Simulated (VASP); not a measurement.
# Cu (Immm) in VASP: notebook

Cu is run at these levels: PBE; tasks: single point.

Program: VASP 6.6.1. These are calculated values, not measurements. Logs are shortened: lines on timing, memory, paths and dates and some standing lists are left out, and cuts for length are marked.

## (1) The cell of the first run

The structure is orthorhombic, space group Immm (No. 71). Conventional cell: a = 2.585 Å, b = 2.669 Å, c = 3.506 Å, α = 90.00°, β = 90.00°, γ = 90.00°. Within 3.8 Å of Cu (site symmetry mmm) lie 18 Cu at 2.55 to 3.72 Å.

## (2) Single point, PBE (uniaxial strain along a: +4.0 %, then relaxed in part)

Contents of INCAR:

```
SYSTEM = Cu
PREC = Accurate ; ENCUT = 520
EDIFF = 1E-7 ; ISMEAR = 0
SIGMA = 0.1 ; LREAL = .False.
LASPH = .True. ; NELM = 80
ALGO = Fast ; ISIF = 2
LWAVE = .False. ; LCHARG = .False.
GGA = PE ; NBANDS = 18
```

Contents of KPOINTS:

```
regular mesh
0
Gamma
  20 20 14
  0 0 0
```

Contents of POSCAR:

```
Cu
1.0
    1.8874974615      1.8874974615      0.0000000000
   -1.8276553910      1.8276553910      0.0000000000
    0.0000000000      0.0000000000      3.5064732994
Cu
2
Direct
    0.0000000000      0.0000000000      0.0000000000
    0.5000000000      0.5000000000      0.5000000000
```

Potentials or basis: VASP PAW PBE potentials, release 64 (Cu).

On the command line:

```sh
$ cat potpaw_PBE.64/Cu/POTCAR > POTCAR
$ mpirun -np 1 vasp_std > vasp.out
```

OUTCAR:

```text
SYSTEM = Cu
   PREC = Accurate
   ENCUT = 520
   EDIFF = 1E-7
   ISMEAR = 0
   LREAL = .False.
   LASPH = .True.
   NELM = 80
   ISIF = 2
   GGA = PE

 ion  position               nearest neighbor table
   1  0.000  0.000  0.000-   2 2.55   2 2.55   2 2.55   2 2.55   2 2.55   2 2.55   2 2.55   2 2.55

   2  0.500  0.500  0.500-   1 2.55   1 2.55   1 2.55   1 2.55   1 2.55   1 2.55   1 2.55   1 2.55

  LATTYP: Found a simple orthorhombic cell.
 ALAT       =     2.5846950413
 B/A-ratio  =     1.0327425349
 C/A-ratio  =     1.3566294063

  Lattice vectors:

 A1 = (   1.8276553910,  -1.8276553910,   0.0000000000)
 A2 = (   1.8874974615,   1.8874974615,   0.0000000000)
 A3 = (   0.0000000000,   0.0000000000,   3.5064732994)

Analysis of symmetry for initial positions (statically):
=====================================================================
 Subroutine PRICEL returns following result:

  LATTYP: Found a body centered orthorhombic cell.
 ALAT       =     2.5846950413
 B/A-ratio  =     1.0327425349
 C/A-ratio  =     1.3566294063

  Lattice vectors:

 A1 = (  -1.8575764263,  -0.0299210353,  -1.7532366497)
 A2 = (   1.8575764263,   0.0299210353,  -1.7532366497)
 A3 = (  -0.0299210352,  -1.8575764263,   1.7532366497)

   2 primitive cells build up your supercell.

 Routine SETGRP: Setting up the symmetry group for a
 simple orthorhombic supercell.

 Subroutine GETGRP returns: Found  8 space group operations
 (whereof  8 operations were pure point group operations)
 out of a pool of  8 trial point group operations.

The static configuration has the point symmetry D_2h.

Analysis of symmetry for dynamics (positions and initial velocities):
=====================================================================
 Subroutine PRICEL returns following result:

  LATTYP: Found a body centered orthorhombic cell.
 ALAT       =     2.5846950413
 B/A-ratio  =     1.0327425349
 C/A-ratio  =     1.3566294063

  Lattice vectors:

 A1 = (  -1.8575764263,  -0.0299210353,  -1.7532366497)
 A2 = (   1.8575764263,   0.0299210353,  -1.7532366497)
 A3 = (  -0.0299210352,  -1.8575764263,   1.7532366497)

   2 primitive cells build up your supercell.

 Routine SETGRP: Setting up the symmetry group for a
 simple orthorhombic supercell.

 Subroutine GETGRP returns: Found  8 space group operations
 (whereof  8 operations were pure point group operations)
 out of a pool of  8 trial point group operations.

The dynamic configuration has the point symmetry D_2h.

[... 95 lines left out ...]
   NELM   =     80;   NELMIN=  2; NELMDL= -5     # of ELM steps
   EDIFF  = 0.1E-06   stopping-criterion for ELM
   LREAL  =      F    real-space projection
   EDIFFG = 0.1E-05   stopping-criterion for IOM
   NSW    =      0    number of steps for IOM
   IBRION =     -1    ionic relax: 0-MD 1-quasi-New 2-CG
   NFREE  =      0    steps in history (QN), initial steepest desc. (CG)
   ISIF   =      2    stress and relaxation
   ISYM   =      2    0-nonsym 1-usesym 2-fastsym
   POTIM  = 0.5000    time-step for ionic-motion
   TEBEG  =    0.0;   TEEND  =   0.0 temperature during run
   PSTRESS=    0.0 pullay stress
   NELECT =      22.0000    total number of electrons
   NUPDOWN=      -1.0000    fix difference up-down
   EMIN   =  10.00;   EMAX   =-10.00  energy-range for DOS
   EFERMI =   0.00;   METHOD = LEGACY
   ISMEAR =     0;   SIGMA  =   0.10  broadening in eV -4-tet -1-fermi 0-gaus
   EFERMI_NEDOS =   21; number of points for ismear=-14 and -15
   IALGO  =     68    algorithm
   IMIX   =      4    mixing-type and parameters
     AMIX     =   0.40;   BMIX     =  1.00
     AMIX_MAG =   1.60;   BMIX_MAG =  1.00
  volume/ion in A,a.u.               =      12.10        81.63
  Fermi-wavevector in a.u.,A,eV,Ry     =   1.586069  2.997235 34.227004  2.515614
  Thomas-Fermi vector in A             =   2.685436
   LORBIT       =      0    0 simple, 1 ext, 2 COOP (PROOUT), +10 PAW based schemes
   GGA     = PE    functional components
   LHFCALC =     F    Hartree Fock is set to
   AEXX    =    0.0000 exact exchange contribution
   IVDW    =     0    specifies the selected vdW correction
   LEPSILON=     F    determine dielectric tensor
   LRPA    =     F    only Hartree local field effects (RPA)
 non-spin polarized calculation
 RMM-DIIS sequential band-by-band and
 Gauss-broadening in eV      SIGMA  =   0.10
  energy-cutoff  :      520.00
  volume of cell :       24.19
 maximum number of plane-waves:       676
 NGX is ok and might be reduce to    20
   NGX =  9   NGY =  9   NGZ = 13

 number of electron      22.0000018 magnetization

 Free energy of the ion-electron system (eV)
  ---------------------------------------------------
  ext. energy  EPLUGINS =         0.00000000
  ---------------------------------------------------
  free energy    TOTEN  =        -7.44458838 eV

  energy without entropy =       -7.44105368  energy(sigma->0) =       -7.44282103

 E-fermi :   7.3090     XC(G=0): -12.5871

 val. band max:        7.3067899739   @ k =   0.2500   0.4000   0.3571
 cond. band min:       7.3123053178   @ k =   0.2500   0.3500   0.4286
 fundamental gap:      0.0055153440
 Fermi energy:         7.3089903922

 k-point     1 :       0.0000    0.0000    0.0000
  band No.  band energies     occupation
      1      -1.8773      2.00000
      2       2.5954      2.00000
      3       2.9674      2.00000
      4       4.1779      2.00000
      5       4.3389      2.00000
      6       4.4989      2.00000
[... 481 lines left out ...]
      5       4.3330      2.00000
      6       4.5675      2.00000
[... 10 lines left out ...]
     17      28.7350      0.00000
     18      28.9363      0.00000

 [... further k-points ...]

------------------------ aborting loop because EDIFF is reached ----------------------------------------

  FORCE on cell =-STRESS in cart. coord.  units (eV):
  Direction    XX          YY          ZZ          XY          YZ          ZX
  --------------------------------------------------------------------------------------
  -------------------------------------------------------------------------------------
  Total       -0.2023836     -0.2023836      0.1193420     -0.3277078      0.0000000      0.0000000
  in kB      -13.4030810    -13.4030810      7.9035582    -21.7028175      0.0000000      0.0000000
  external PRESSURE =      -6.3008679 kB  Pullay stress =       0.0000000 kB

 VOLUME and BASIS-vectors are now :
 -----------------------------------------------------------------------------
  energy-cutoff  :      520.00
  volume of cell :       24.19
      direct lattice vectors                 reciprocal lattice vectors
     1.887497461  1.887497461  0.000000000     0.264901019  0.264901019  0.000000000
    -1.827655391  1.827655391  0.000000000    -0.273574549  0.273574549  0.000000000
     0.000000000  0.000000000  3.506473299     0.000000000  0.000000000  0.285186829

 POSITION                                       TOTAL-FORCE (eV/Angst)
 -----------------------------------------------------------------------------------
      0.00000      0.00000      0.00000         0.000000      0.000000      0.000000
      0.02992      1.85758      1.75324        -0.000000     -0.000000     -0.000000
 -----------------------------------------------------------------------------------
    total drift:                               -0.000000      0.000000      0.000000

  FREE ENERGIE OF THE ION-ELECTRON SYSTEM (eV)
  ---------------------------------------------------
  free  energy   TOTEN  =        -7.4445883757 eV

  energy  without entropy=       -7.4410536765  energy(sigma->0) =       -7.44282103
```

OSZICAR:

```text
N       E                     dE             d eps       ncg     rms          rms(c)
DAV:   1     0.123011374486E+03    0.12301E+03   -0.10684E+04 38250   0.217E+03
DAV:   2    -0.286385191199E+01   -0.12588E+03   -0.11938E+03 34944   0.286E+02
DAV:   3    -0.915679764932E+01   -0.62929E+01   -0.60576E+01 38902   0.875E+01
DAV:   4    -0.922761074772E+01   -0.70813E-01   -0.70760E-01 40402   0.990E+00
DAV:   5    -0.922858886222E+01   -0.97811E-03   -0.97808E-03 42512   0.991E-01    0.108E+01
RMM:   6    -0.815913696314E+01    0.10695E+01   -0.10938E+01 40599   0.583E+01    0.635E+00
RMM:   7    -0.746397964096E+01    0.69516E+00   -0.20051E+00 40230   0.260E+01    0.140E+00
RMM:   8    -0.744701139328E+01    0.16968E-01   -0.53732E-02 41319   0.215E+00    0.394E-01
RMM:   9    -0.744429923747E+01    0.27122E-02   -0.14032E-02 42154   0.219E+00    0.390E-02
RMM:  10    -0.744456828027E+01   -0.26904E-03   -0.23821E-03 44867   0.487E-01    0.216E-02
RMM:  11    -0.744460491896E+01   -0.36639E-04   -0.22905E-04 42755   0.241E-01    0.468E-02
RMM:  12    -0.744458458743E+01    0.20332E-04   -0.11048E-04 44602   0.159E-01    0.627E-03
RMM:  13    -0.744458876411E+01   -0.41767E-05   -0.35838E-05 45479   0.516E-02    0.461E-03
RMM:  14    -0.744458903142E+01   -0.26730E-06   -0.26582E-06 40431   0.169E-02    0.502E-03
RMM:  15    -0.744458937290E+01   -0.34148E-06   -0.10173E-06 38674   0.117E-02    0.702E-03
RMM:  16    -0.744458842563E+01    0.94727E-06   -0.70607E-07 39089   0.148E-02    0.240E-03
RMM:  17    -0.744458837574E+01    0.49899E-07   -0.87602E-08 21797   0.321E-03
   1 F= -.74445884E+01 E0= -.74428210E+01  d E =-.353470E-02
```

stdout:

```text
POSCAR found type information on POSCAR Cu
 POSCAR found :  1 types and       2 ions
 scaLAPACK will be used
 LDA part: xc-table for (Slater+PW92), standard interpolation
 POSCAR, INCAR and KPOINTS ok, starting setup
[... 42 lines left out ...]
 num prob  num prob  num prob  num prob  num prob  num prob  num prob  num prob WARNING in EDDRMM: call to ZHEGV failed, returncode =   6  3     16
 num prob  num prob  num prob WARNING in EDDRMM: call to ZHEGV failed, returncode =   6  3     16
 num prob  num prob WARNING in EDDRMM: call to ZHEGV failed, returncode =   6  3     17
WARNING in EDDRMM: call to ZHEGV failed, returncode =   6  3     17
WARNING in EDDRMM: call to ZHEGV failed, returncode =   6  3     18
 num prob  num prob  num prob  num prob  num prob  num prob  num prob  num prob  num prob  num prob  num prob  num prob WARNING in EDDRMM: call to ZHEGV failed, returncode =   6  3     16
 num prob  num prob RMM:  17    -0.744458837574E+01    0.49899E-07   -0.87602E-08 21797   0.321E-03
```

Run time: 7.9 min. Hardware: 1 thread of Intel Xeon 8259CL, shared host; peak memory 0.43 GiB.

Results:

```
Free energy            : -7.4446 eV
Pressure               : -0.6 GPa
Band gap on the k mesh : zero (bands 11 and 12 overlap by 7.95 eV)
```

Levels at points of the mesh, in eV from the Fermi level:
```csv
k point,band 8,band 9,band 10,band 11,band 12,band 13,band 14,band 15
"(0.00, 0.00, 0.00)",-2.06,-1.65,-1.49,-1.48,2.35,7.96,11.29,12.74
"(0.50, 0.00, 0.00)",-2.46,-2.20,-2.20,-0.65,-0.65,9.91,9.91,11.36
"(0.00, 0.50, 0.00)",-2.61,-2.26,-2.26,-0.36,-0.36,10.30,10.30,11.65
"(0.50, 0.50, 0.00)",-1.57,-1.43,-1.43,1.11,1.11,6.45,6.45,13.33
"(0.00, 0.00, 0.50)",-2.45,-2.35,-2.35,-1.99,-1.99,15.59,15.59,16.98
"(0.50, 0.00, 0.50)",-1.74,-1.56,-1.56,-1.07,-1.07,3.43,3.43,20.80
"(0.00, 0.50, 0.50)",-1.64,-1.59,-1.59,-0.80,-0.80,3.85,3.85,19.87
"(0.50, 0.50, 0.50)",-2.19,-1.59,-1.59,5.96,5.96,6.20,6.20,7.85
```

Caveat: the cell differs from its parent crystal (uniaxial strain along a: +4.0 %, then relaxed in part).

## (3) Single point, PBE (uniaxial strain along a: +6.0 %, then relaxed in part)

Contents of INCAR:

```
PREC = Accurate
ENCUT = 520
EDIFF = 1E-6
ISMEAR = 0
SIGMA = 0.1
LREAL = False
LASPH = True
NELM = 80
ALGO = Fast
ISIF = 2
LWAVE = False
LCHARG = False
GGA = PE
NBANDS = 18
```

Contents of KPOINTS:

```
Automatic mesh
0
Gamma
  20 20 14
```

Contents of POSCAR:

```
Cu
1.0
    1.9237954896      1.9237954896      0.0000000000
   -1.8361239204      1.8361239204      0.0000000000
    0.0000000000      0.0000000000      3.4292680279
Cu
2
Direct
    0.0000000000      0.0000000000      0.0000000000
    0.5000000000      0.5000000000      0.5000000000
```

Potentials or basis: VASP PAW PBE potentials, release 64 (Cu).

On the command line:

```sh
$ cat potpaw_PBE.64/Cu/POTCAR > POTCAR
$ mpirun -np 1 vasp_std > vasp.out
```

Run time: 8.5 min. Hardware: 1 thread of Intel Xeon 8259CL, shared host; peak memory 0.43 GiB.

Results (log left out):

```
Free energy            : -7.4322 eV
Pressure               : -0.5 GPa
Band gap on the k mesh : zero (bands 11 and 12 overlap by 7.93 eV)
```

Stress tensor (GPa, compression positive):
```
-1.23 -2.15  0.00
-2.15 -1.23  0.00
 0.00  0.00  0.91
```

Levels at points of the mesh, in eV from the Fermi level:
| k point | band 8 | band 9 | band 10 | band 11 | band 12 | band 13 | band 14 | band 15 |
| --- | --- | --- | --- | --- | --- | --- | --- | --- |
| (0.00, 0.00, 0.00) | -1.99 | -1.64 | -1.49 | -1.46 | 2.90 | 8.59 | 10.50 | 12.54 |
| (0.50, 0.00, 0.00) | -2.44 | -2.20 | -2.20 | -0.80 | -0.80 | 10.20 | 10.20 | 11.81 |
| (0.00, 0.50, 0.00) | -2.65 | -2.28 | -2.28 | -0.40 | -0.40 | 10.75 | 10.75 | 12.21 |
| (0.50, 0.50, 0.00) | -1.58 | -1.39 | -1.39 | 0.91 | 0.91 | 6.17 | 6.17 | 13.64 |
| (0.00, 0.00, 0.50) | -2.36 | -2.33 | -2.33 | -2.02 | -2.02 | 15.01 | 15.01 | 16.97 |
| (0.50, 0.00, 0.50) | -1.80 | -1.52 | -1.52 | -1.10 | -1.10 | 3.38 | 3.38 | 20.61 |
| (0.00, 0.50, 0.50) | -1.65 | -1.55 | -1.55 | -0.71 | -0.71 | 3.96 | 3.96 | 19.26 |
| (0.50, 0.50, 0.50) | -2.16 | -1.63 | -1.63 | 5.92 | 5.92 | 6.26 | 6.26 | 7.67 |

Caveat: the cell differs from its parent crystal (uniaxial strain along a: +6.0 %, then relaxed in part).
